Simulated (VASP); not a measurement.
Input of a VASP 6.6.1 run:

Contents of POSCAR:

```
Os
1.0
    4.2959243207      0.0000000000      0.0000000000
   -2.1479621604      3.7203795945      0.0000000000
    0.0000000000      0.0000000000      2.7044374839
Os
3
Direct
    1.0000000000      1.0000000000      1.0000000000
    0.3333333333      0.6666666667      0.5000000000
    0.6666666667      0.3333333333      0.5000000000
```

Contents of INCAR.step1:

```
SYSTEM = Os
PREC = Accurate
ENCUT = 520
ISMEAR = -1
SIGMA = 0.1
LREAL = .FALSE.
LASPH = .TRUE.
NELM = 60
NBANDS = 19
GGA = PE
ALGO = Normal
EDIFF = 1E-4
LWAVE = .TRUE.
LCHARG = .FALSE.
```

Contents of INCAR.step2:

```
SYSTEM = Os
PREC = Accurate
ENCUT = 520
EDIFF = 1E-7
ISMEAR = -1
SIGMA = 0.1
LREAL = .FALSE.
LASPH = .TRUE.
NELM = 60
ALGO = Normal
ISIF = 2
LWAVE = .FALSE.
LCHARG = .FALSE.
METAGGA = R2SCAN
LMIXTAU = .TRUE.
NBANDS = 19
ISTART = 1
```

File KPOINTS:

```
Automatic mesh
0
G
  9 9 12
  0 0 0
```

Potentials or basis: VASP PAW PBE potentials, release 64 (Os).

Launch:

```console
$ cat potpaw_PBE.64/Os/POTCAR > POTCAR
$ cp INCAR.step1 INCAR
$ mpirun -np 1 vasp_std > vasp.out
$ cp INCAR.step2 INCAR
$ mpirun -np 1 vasp_std > vasp.out
```

Estimate the band gap on the k mesh.

zero (bands 12 and 13 overlap by 3.03 eV).

Predict the pressure.

0.8 GPa.

Stress tensor (GPa, compression positive):
```
0.74 0.00 0.00
0.00 0.74 0.00
0.00 0.00 0.84
```

Caveat: the PAW data sets were made with another functional, which shifts forces and pressure a little; spin-orbit coupling is left out, which moves the levels of the heavy elements.
